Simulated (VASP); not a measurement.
# Al3Cu (P4/mmm) in VASP: a series of runs

The runs below take Al3Cu through single point, with r2SCAN.

All numbers are computed with VASP 6.6.1; they aren't measurements. Logs are shortened: lines on timing, memory, paths and dates and some standing lists are left out, and cuts for length are marked.

### Step 1. The cell of the first run

The structure is tetragonal, space group P4/mmm (No. 123). Conventional cell: a = 2.778 Å, b = 2.778 Å, c = 7.513 Å, α = 90.00°, β = 90.00°, γ = 90.00°. Within 4.0 Å of Al (site symmetry 4/mmm) lie 16 Al at 2.78 to 3.93 Å and 2 Cu at 3.76 Å. Within 3.4 Å of Al (site symmetry 4mm) lie 4 Cu at 2.60 Å and 9 Al at 2.78 to 3.40 Å. Cu (site symmetry 4/mmm) has 8 Al at 2.60 Å and 4 Cu at 2.78 Å within 3.4 Å.

### Step 2. Single point, r2SCAN

Contents of POSCAR:

```
Al3Cu
1.0
    2.7784054294      0.0000000000      0.0000000000
    0.0000000000      2.7784054294      0.0000000000
    0.0000000000      0.0000000000      7.5134034100
Al Cu
3 1
Direct
    0.0000000000      0.0000000000      0.5000000000
    0.5000000000      0.5000000000      0.2261155100
    0.5000000000      0.5000000000      0.7738844900
    0.0000000000      0.0000000000      0.0000000000
```

Contents of INCAR.step1:

```
  PREC = Accurate
  ENCUT = 520
  ISMEAR = 0
  SIGMA = 0.1
  LREAL = F
  LASPH = T
  NELM = 100
  NBANDS = 18
  GGA = PE
  ALGO = Normal
  EDIFF = 1E-4
  LWAVE = T
  LCHARG = F
```

Contents of INCAR.step2:

```
  PREC = Accurate
  ENCUT = 520
  EDIFF = 1E-7
  ISMEAR = 0
  SIGMA = 0.1
  LREAL = F
  LASPH = T
  NELM = 100
  ALGO = Normal
  ISIF = 2
  LWAVE = F
  LCHARG = F
  METAGGA = R2SCAN
  LMIXTAU = T
  NBANDS = 18
  ISTART = 1
```

Contents of KPOINTS:

```
regular mesh
0
Gamma
  6 6 4
```

Potentials or basis: VASP PAW PBE potentials, release 64 (Al, Cu).

Launch:

```
> cat potpaw_PBE.64/Al/POTCAR potpaw_PBE.64/Cu/POTCAR > POTCAR
> cp INCAR.step1 INCAR
> mpirun -np 1 vasp_std > vasp.out
> cp INCAR.step2 INCAR
> mpirun -np 1 vasp_std > vasp.out
```

OUTCAR:

```text
PREC = Accurate
   ENCUT = 520
   EDIFF = 1E-7
   ISMEAR = 0
   LREAL = F
   LASPH = T
   NELM = 100
   ISIF = 2
   METAGGA = R2SCAN
   ISTART = 1

 ion  position               nearest neighbor table
   1  0.000  0.000  0.500-   2 2.85   3 2.85   2 2.85   3 2.85   2 2.85   3 2.85   2 2.85   3 2.85

   2  0.500  0.500  0.226-   4 2.60   4 2.60   4 2.60   4 2.60   1 2.85   1 2.85   1 2.85   1 2.85

   3  0.500  0.500  0.774-   4 2.60   4 2.60   4 2.60   4 2.60   1 2.85   1 2.85   1 2.85   1 2.85

   4  0.000  0.000  0.000-   2 2.60   3 2.60   2 2.60   3 2.60   2 2.60   3 2.60   2 2.60   3 2.60

  LATTYP: Found a simple tetragonal cell.
 ALAT       =     2.7784054294
 C/A-ratio  =     2.7042141980

  Lattice vectors:

 A1 = (   2.7784054294,   0.0000000000,   0.0000000000)
 A2 = (   0.0000000000,   2.7784054294,   0.0000000000)
 A3 = (   0.0000000000,   0.0000000000,   7.5134034100)

Analysis of symmetry for initial positions (statically):
=====================================================================
 Subroutine PRICEL returns:
 Original cell was already a primitive cell.

 Routine SETGRP: Setting up the symmetry group for a
 simple tetragonal supercell.

 Subroutine GETGRP returns: Found 16 space group operations
 (whereof 16 operations were pure point group operations)
 out of a pool of 16 trial point group operations.

The static configuration has the point symmetry D_4h.

Analysis of symmetry for dynamics (positions and initial velocities):
=====================================================================
 Subroutine PRICEL returns:
 Original cell was already a primitive cell.

 Routine SETGRP: Setting up the symmetry group for a
 simple tetragonal supercell.

 Subroutine GETGRP returns: Found 16 space group operations
 (whereof 16 operations were pure point group operations)
 out of a pool of 16 trial point group operations.

The dynamic configuration has the point symmetry D_4h.

 Subroutine INISYM returns: Found 16 space group operations
 (whereof 16 operations are pure point group operations),
 and found     1 'primitive' translations

----------------------------------------------------------------------------------------

                                     Primitive cell

  volume of cell :      58.0000

  direct lattice vectors                    reciprocal lattice vectors
     2.778405429  0.000000000  0.000000000     0.359918675  0.000000000  0.000000000
     0.000000000  2.778405429  0.000000000     0.000000000  0.359918675  0.000000000
     0.000000000  0.000000000  7.513403410     0.000000000  0.000000000  0.133095476

  length of vectors
     2.778405429  2.778405429  7.513403410     0.359918675  0.359918675  0.133095476

  position of ions in fractional coordinates (direct lattice)
     0.000000000  0.000000000  0.500000000
     0.500000000  0.500000000  0.226115510
     0.500000000  0.500000000  0.773884490
     0.000000000  0.000000000  0.000000000

  ion indices of the primitive-cell ions
   primitive index   ion index
                 1           1
                 2           2
                 3           3
                 4           4

----------------------------------------------------------------------------------------

 KPOINTS: regular mesh

Automatic generation of k-mesh.
 Grid dimensions read from file:
 generate k-points for:    6    6    4

 Generating k-lattice:

  Cartesian coordinates                     Fractional coordinates (reciprocal lattice)
     0.059986446  0.000000000  0.000000000     0.166666667  0.000000000  0.000000000
     0.000000000  0.059986446  0.000000000     0.000000000  0.166666667  0.000000000
     0.000000000  0.000000000  0.033273869     0.000000000  0.000000000  0.250000000

  Length of vectors
     0.059986446  0.059986446  0.033273869

  Shift w.r.t. Gamma in fractional coordinates (k-lattice)
     0.000000000  0.000000000  0.000000000

 Subroutine IBZKPT returns following result:
 ===========================================

 Found     30 irreducible k-points:

 Following reciprocal coordinates:
            Coordinates               Weight
  0.000000  0.000000  0.000000      1.000000
  0.166667  0.000000  0.000000      4.000000
  0.333333  0.000000  0.000000      4.000000
  0.500000  0.000000  0.000000      2.000000
  0.166667  0.166667  0.000000      4.000000
  0.333333  0.166667  0.000000      8.000000
[... 16 lines left out ...]
  0.333333  0.000000  0.500000      4.000000
  0.500000  0.000000  0.500000      2.000000
 [... further k-points ...]
   k-points           NKPTS =     30   k-points in BZ     NKDIM =     30   number of bands    NBANDS=     18
   number of dos      NEDOS =    301   number of ions     NIONS =      4
   total plane-waves  NPLWV =  32256
   dimension x,y,z NGX =    24 NGY =   24 NGZ =   56
   dimension x,y,z NGXF=    48 NGYF=   48 NGZF=  112
   ions per type =               3   1
   NGX,Y,Z   is equivalent  to a cutoff of  14.36, 14.36, 12.39 a.u.
[... 99 lines left out ...]
[... 10 lines left out ...]
     17      19.5923      0.00000
     18      19.9534      0.00000

 k-point     4 :       0.5000    0.0000    0.0000
  band No.  band energies     occupation
      1       1.4132      2.00000
      2       1.6187      2.00000
      3       2.6719      2.00000
      4       3.7540      2.00000
      5       3.8106      2.00000
      6       4.2054      2.00000
[... 10 lines left out ...]
     17      20.1958      0.00000
     18      21.5040      0.00000

 k-point     5 :       0.1667    0.1667    0.0000
  band No.  band energies     occupation
      1      -2.2621      2.00000
      2       0.2182      2.00000
      3       0.7170      2.00000
      4       4.1091      2.00000
      5       4.2265      2.00000
      6       4.5783      2.00000
[... 10 lines left out ...]
     17      20.5063      0.00000
     18      20.5076      0.00000

 k-point     6 :       0.3333    0.1667    0.0000
  band No.  band energies     occupation
      1      -0.6025      2.00000
      2       1.6293      2.00000
      3       2.2927      2.00000
      4       4.1040      2.00000
      5       4.1877      2.00000
      6       4.3939      2.00000
[... 10 lines left out ...]
     17      16.3068      0.00000
     18      17.7866      0.00000

 k-point     7 :       0.5000    0.1667    0.0000
  band No.  band energies     occupation
      1       1.9509      2.00000
      2       2.0616      2.00000
      3       2.9399      2.00000
      4       3.9194      2.00000
      5       3.9571      2.00000
      6       4.1674      2.00000
[... 10 lines left out ...]
     17      15.6788      0.00000
     18      17.4482      0.00000

 k-point     8 :       0.3333    0.3333    0.0000
  band No.  band energies     occupation
      1       0.9883      2.00000
      2       2.7564      2.00000
      3       3.2771      2.00000
      4       4.0383      2.00000
      5       4.5389      2.00000
      6       4.7620      2.00000
[... 10 lines left out ...]
     17      14.4188      0.00000
     18      16.6643      0.00000
[... 229 lines left out ...]
     17      12.9548      0.00000
     18      15.0547      0.00000

 k-point    20 :       0.5000    0.5000    0.2500
  band No.  band energies     occupation
      1       3.0090      2.00000
      2       3.7242      2.00000
      3       3.7242      2.00000
      4       4.5330      2.00000
      5       5.5799      2.00000
      6       5.9932      2.00000
[... 10 lines left out ...]
     17      13.0260      0.00000
     18      14.3919      0.00000

 k-point    21 :       0.0000    0.0000    0.5000
  band No.  band energies     occupation
      1      -2.8244      2.00000
      2      -2.5390      2.00000
      3       2.3314      2.00000
      4       2.7821      2.00000
      5       3.8962      2.00000
      6       4.8234      2.00000
[... 10 lines left out ...]
     17      16.7368      0.00000
     18      19.6830      0.00000

 k-point    22 :       0.1667    0.0000    0.5000
  band No.  band energies     occupation
      1      -2.2706      2.00000
      2      -1.9694      2.00000
      3       2.8053      2.00000
      4       3.0673      2.00000
      5       3.9890      2.00000
      6       4.8493      2.00000
[... 10 lines left out ...]
     17      17.0094      0.00000
     18      18.0378      0.00000

 k-point    23 :       0.3333    0.0000    0.5000
  band No.  band energies     occupation
      1      -0.6323      2.00000
      2      -0.3052      2.00000
      3       3.3973      2.00000
      4       3.7939      2.00000
      5       4.0397      2.00000
      6       4.8438      2.00000
[... 10 lines left out ...]
     17      18.6666      0.00000
     18      19.6792      0.00000

 k-point    24 :       0.5000    0.0000    0.5000
  band No.  band energies     occupation
      1       1.8015      2.00000
      2       2.0164      2.00000
      3       2.1452      2.00000
      4       2.4689      2.00000
      5       3.7973      2.00000
      6       4.1293      2.00000
[... 10 lines left out ...]
     17      19.7334      0.00000
     18      20.2847      0.00000

 [... further k-points ...]
[... 5 lines left out ...]
  --------------------------------------------------------------------------------------
  -------------------------------------------------------------------------------------
  Total       -0.0406257     -0.0406257      0.5363520      0.0000000      0.0000000      0.0000000
  in kB       -1.1222330     -1.1222330     14.8160537      0.0000000      0.0000000      0.0000000
  external PRESSURE =       4.1905293 kB  Pullay stress =       0.0000000 kB

 VOLUME and BASIS-vectors are now :
 -----------------------------------------------------------------------------
  energy-cutoff  :      520.00
  volume of cell :       58.00
      direct lattice vectors                 reciprocal lattice vectors
     2.778405429  0.000000000  0.000000000     0.359918675  0.000000000  0.000000000
     0.000000000  2.778405429  0.000000000     0.000000000  0.359918675  0.000000000
     0.000000000  0.000000000  7.513403410     0.000000000  0.000000000  0.133095476

 POSITION                                       TOTAL-FORCE (eV/Angst)
 -----------------------------------------------------------------------------------
      0.00000      0.00000      3.75670         0.000000      0.000000     -0.000000
      1.38920      1.38920      1.69890        -0.000000     -0.000000     -0.108501
      1.38920      1.38920      5.81451         0.000000     -0.000000      0.108501
      0.00000      0.00000      0.00000         0.000000      0.000000     -0.000000
 -----------------------------------------------------------------------------------
    total drift:                                0.000000      0.000000     -0.000000

  FREE ENERGIE OF THE ION-ELECTRON SYSTEM (eV)
  ---------------------------------------------------
  free  energy   TOTEN  =       -31.4568523669 eV

  energy  without entropy=      -31.4477489601  energy(sigma->0) =      -31.45230066
```

It took 2.1 min on 1 thread of Intel Xeon Platinum 8259CL at 2.50GHz (Skylake/Cascade Lake), shared host; peak memory 0.18 GiB.

Results:

```
Free energy            : -31.4569 eV
Pressure               : 0.4 GPa
Largest force          : 0.109 eV/Å
Band gap on the k mesh : zero (bands 10 and 11 overlap by 6.51 eV)
```

Forces in eV/Å, atoms in the order of the input:
```
Al   0.000  0.000  0.000
Al   0.000  0.000 -0.109
Al   0.000  0.000  0.109
Cu   0.000  0.000  0.000
```

Levels at points of the mesh, in eV from the Fermi level:
| k point | band 5 | band 6 | band 7 | band 8 | band 9 | band 10 | band 11 | band 12 | band 13 | band 14 |
| --- | --- | --- | --- | --- | --- | --- | --- | --- | --- | --- |
| (0.00, 0.00, 0.00) | -4.50 | -3.65 | -3.65 | -3.27 | -1.75 | 0.86 | 6.61 | 7.12 | 7.12 | 8.37 |
| (0.50, 0.00, 0.00) | -4.67 | -4.27 | -3.75 | -3.71 | -3.55 | -2.36 | -1.81 | 2.99 | 4.25 | 4.62 |
| (0.50, 0.50, 0.00) | -2.90 | -2.71 | -2.71 | -0.55 | -0.33 | 0.24 | 0.24 | 0.53 | 0.53 | 0.69 |
| (0.00, 0.00, 0.50) | -4.58 | -3.65 | -3.65 | -3.59 | -3.27 | 4.69 | 6.24 | 6.60 | 7.65 | 7.65 |
| (0.50, 0.00, 0.50) | -4.68 | -4.35 | -3.75 | -3.55 | -2.68 | -0.97 | -0.83 | 0.21 | 1.10 | 9.43 |
| (0.50, 0.50, 0.50) | -2.90 | -1.85 | -1.85 | -1.84 | -1.84 | -0.59 | -0.53 | 0.67 | 2.04 | 3.52 |

Caveat: the k points lie up to 0.38 Å⁻¹ apart, too coarse for converged energies and pressures of a metal; the PAW data sets were made with another functional, which shifts forces and pressure a little.

### Step 3. Single point, r2SCAN

POSCAR is that of step 2.

Contents of INCAR.step1:

```
PREC     = Accurate       # precision mode
ENCUT    = 520            # plane-wave cutoff, eV
ISMEAR   = 0              # smearing method
SIGMA    = 0.1            # smearing width, eV
LREAL    = False          # projectors in reciprocal space
LASPH    = True           # aspherical terms in the spheres
NELM     = 60             # most SCF steps
NBANDS   = 18             # bands
GGA      = PE             # functional
ALGO     = Normal         # electronic algorithm
EDIFF    = 1E-4           # SCF threshold, eV
LWAVE    = True           # write WAVECAR
LCHARG   = False          # write CHGCAR
```

Contents of INCAR.step2:

```
PREC     = Accurate       # precision mode
ENCUT    = 520            # plane-wave cutoff, eV
EDIFF    = 1E-7           # SCF threshold, eV
ISMEAR   = 0              # smearing method
SIGMA    = 0.1            # smearing width, eV
LREAL    = False          # projectors in reciprocal space
LASPH    = True           # aspherical terms in the spheres
NELM     = 60             # most SCF steps
ALGO     = Normal         # electronic algorithm
ISIF     = 2              # what is computed and relaxed
LWAVE    = False          # write WAVECAR
LCHARG   = False          # write CHGCAR
METAGGA  = R2SCAN         # meta-GGA
LMIXTAU  = True         
NBANDS   = 18             # bands
ISTART   = 1
```

Contents of KPOINTS:

```
regular mesh
0
Gamma
  16 16 6
```

Potentials or basis: VASP PAW PBE potentials, release 64 (Al, Cu).

Launch:

```
> cat potpaw_PBE.64/Al/POTCAR potpaw_PBE.64/Cu/POTCAR > POTCAR
> cp INCAR.step1 INCAR
> mpirun -np 1 vasp_std > vasp.out
> cp INCAR.step2 INCAR
> mpirun -np 1 vasp_std > vasp.out
```

Wall time 11 min (1 thread of Intel Xeon Platinum 8259CL at 2.50GHz (Skylake/Cascade Lake), shared host); peak memory 0.31 GiB.

It converged, with:

* Free energy: -31.4006 eV
* Pressure: 0.3 GPa
* Largest force: 0.134 eV/Å
* Band gap on the k mesh: zero (bands 10 and 11 overlap by 6.62 eV)

Forces on the atoms (eV/Å):
```
Al   0.000  0.000  0.000
Al   0.000  0.000 -0.134
Al   0.000  0.000  0.134
Cu   0.000  0.000  0.000
```

Stress tensor (GPa, compression positive):
```
-0.11  0.00  0.00
 0.00 -0.11  0.00
 0.00  0.00  1.12
```

Levels at points of the mesh, in eV from the Fermi level:
| k point | band 6 | band 7 | band 8 | band 9 | band 10 | band 11 | band 12 | band 13 | band 14 | band 15 |
| --- | --- | --- | --- | --- | --- | --- | --- | --- | --- | --- |
| (0.00, 0.00, 0.00) | -3.73 | -3.73 | -3.34 | -1.85 | 0.76 | 6.51 | 7.02 | 7.02 | 8.27 | 9.55 |
| (0.50, 0.00, 0.00) | -4.36 | -3.82 | -3.80 | -3.63 | -2.46 | -1.89 | 2.90 | 4.15 | 4.53 | 5.70 |
| (0.50, 0.50, 0.00) | -2.81 | -2.81 | -0.65 | -0.43 | 0.15 | 0.15 | 0.43 | 0.43 | 0.59 | 2.52 |
| (0.00, 0.00, 0.50) | -3.73 | -3.73 | -3.67 | -3.34 | 4.60 | 6.15 | 6.50 | 7.55 | 7.55 | 7.85 |
| (0.50, 0.00, 0.50) | -4.43 | -3.82 | -3.63 | -2.77 | -1.06 | -0.93 | 0.12 | 1.00 | 9.33 | 9.39 |
| (0.50, 0.50, 0.50) | -1.95 | -1.95 | -1.93 | -1.93 | -0.69 | -0.63 | 0.57 | 1.94 | 3.42 | 3.42 |

Caveat: the PAW data sets were made with another functional, which shifts forces and pressure a little.

### Step 4. Single point, r2SCAN

POSCAR is that of step 3.

Contents of INCAR.step1:

```
SYSTEM = Al3Cu
ALGO     = Normal         ! electronic algorithm
EDIFF    = 1E-4           ! SCF threshold, eV
ENCUT    = 520            ! plane-wave cutoff, eV
GGA      = PE             ! functional
ISMEAR   = 0              ! smearing method
LASPH    = .TRUE.         ! aspherical terms in the spheres
LCHARG   = .FALSE.        ! write CHGCAR
LREAL    = .FALSE.        ! projectors in reciprocal space
LWAVE    = .TRUE.         ! write WAVECAR
NBANDS   = 18             ! bands
NELM     = 60             ! most SCF steps
PREC     = Accurate       ! precision mode
SIGMA    = 0.1            ! smearing width, eV
```

Contents of INCAR.step2:

```
SYSTEM = Al3Cu
ALGO     = Normal         ! electronic algorithm
EDIFF    = 1E-7           ! SCF threshold, eV
ENCUT    = 520            ! plane-wave cutoff, eV
ISIF     = 2              ! what is computed and relaxed
ISMEAR   = 0              ! smearing method
ISTART   = 1            
LASPH    = .TRUE.         ! aspherical terms in the spheres
LCHARG   = .FALSE.        ! write CHGCAR
LMIXTAU  = .TRUE.       
LREAL    = .FALSE.        ! projectors in reciprocal space
LWAVE    = .FALSE.        ! write WAVECAR
METAGGA  = R2SCAN         ! meta-GGA
NBANDS   = 18             ! bands
NELM     = 60             ! most SCF steps
PREC     = Accurate       ! precision mode
SIGMA    = 0.1            ! smearing width, eV
```

Contents of KPOINTS:

```
k-points
0
G
  16 16 6
  0 0 0
```

Launch:

```
> cat potpaw_PBE.64/Al/POTCAR potpaw_PBE.64/Cu/POTCAR > POTCAR
> cp INCAR.step1 INCAR
> mpirun -np 1 vasp_std > vasp.out
> cp INCAR.step2 INCAR
> mpirun -np 1 vasp_std > vasp.out
```

Run time: 11 min. Hardware: 1 thread of Intel Xeon Platinum 8259CL at 2.50GHz (Skylake/Cascade Lake), shared host; peak memory 0.3 GiB.

The run converged. Its results:

```
Free energy            : -31.4006 eV
Pressure               : 0.3 GPa
Largest force          : 0.134 eV/Å
Band gap on the k mesh : zero (bands 10 and 11 overlap by 6.62 eV)
```

Forces on the atoms (eV/Å):
```
Al   0.000  0.000  0.000
Al   0.000  0.000 -0.134
Al   0.000  0.000  0.134
Cu   0.000  0.000  0.000
```

Stress tensor (GPa, compression positive):
```
-0.11  0.00  0.00
 0.00 -0.11  0.00
 0.00  0.00  1.12
```

Levels at points of the mesh, in eV from the Fermi level:
```csv
k point,band 8,band 9,band 10,band 11,band 12,band 13
"(0.00, 0.00, 0.00)",-3.34,-1.85,0.76,6.51,7.02,7.02
"(0.50, 0.00, 0.00)",-3.80,-3.63,-2.46,-1.89,2.90,4.15
"(0.50, 0.50, 0.00)",-0.65,-0.43,0.15,0.15,0.43,0.43
"(0.00, 0.00, 0.50)",-3.67,-3.34,4.60,6.15,6.50,7.55
"(0.50, 0.00, 0.50)",-3.63,-2.77,-1.06,-0.93,0.12,1.00
"(0.50, 0.50, 0.50)",-1.93,-1.93,-0.69,-0.63,0.57,1.94
```

Caveat: the PAW data sets were made with another functional, which shifts forces and pressure a little.
